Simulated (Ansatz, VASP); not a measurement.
# Two plane-wave programs on Zn

Contents of INCAR:

```
SYSTEM = Zn
ALGO = Fast
EDIFF = 1E-6
ENCUT = 520
GGA = PS
ISIF = 2
ISMEAR = 0
LASPH = .TRUE.
LCHARG = .FALSE.
LREAL = .FALSE.
LWAVE = .FALSE.
NBANDS = 19
NELM = 60
PREC = Accurate
SIGMA = 0.15
```

Contents of KPOINTS:

```
k-points
0
G
  24 24 10
  0 0 0
```

Contents of POSCAR:

```
Zn
1.0
    2.6647980532      0.0000000000      0.0000000000
   -1.3323990266      2.3077828100      0.0000000000
    0.0000000000      0.0000000000      4.8724995000
Zn
2
Direct
    0.3333333333      0.6666666667      0.2500000000
    0.6666666667      0.3333333333      0.7500000000
```

Input for Ansatz:

```yaml
crystal:
  lattice:
    - [2.6647980532, 0.0, 0.0]
    - [-1.3323990266, 2.30778281, 0.0]
    - [0.0, 0.0, 4.8724995]
  atoms:
    - { symbol: Zn, position: [0.3333333333, 0.6666666667, 0.25] }
    - { symbol: Zn, position: [0.6666666667, 0.3333333333, 0.75] }
basis:
  ecutwfc: 420
kpoints:
  mp_grid: { grid: [24, 24, 10] }
hamiltonian:
  xc: pbesol
scf:
  occupations: { method: gaussian, width: 0.15 }
output:
  forces: true
  stress: true
  eigenvalues: true
```

Change from the starting cell: strain +0.000 along x and y, -0.015 along z, atoms carried along.

Alike in both runs: task single point; functional PBEsol; k mesh 24 × 24 × 10; occupations gaussian, width 0.15 eV; no spin polarisation.

|  | VASP | Ansatz |
| --- | --- | --- |
| version | VASP 6.6.1 | Ansatz 0.2.0 |
| potentials or method | VASP PAW PBE potentials, release 64 (Zn), cutoff 520 eV | scalar-relativistic, plane waves, PAW |
| valence electrons in the cell | 24 | 24 |

|  | VASP | Ansatz | Ansatz less VASP |
| --- | --- | --- | --- |
| gap on the k mesh at the Fermi level (eV) | none | none | - |
| pressure (GPa) | -3.9 | -4.6 | -0.70 |
| traceless stress, the component that is largest in VASP (GPa) | 1.79 | 1.92 | +0.132 |

VASP's potentials were made for PBE, not for PBEsol. A gap of «none» marks a metal or a gap that the smearing closes.
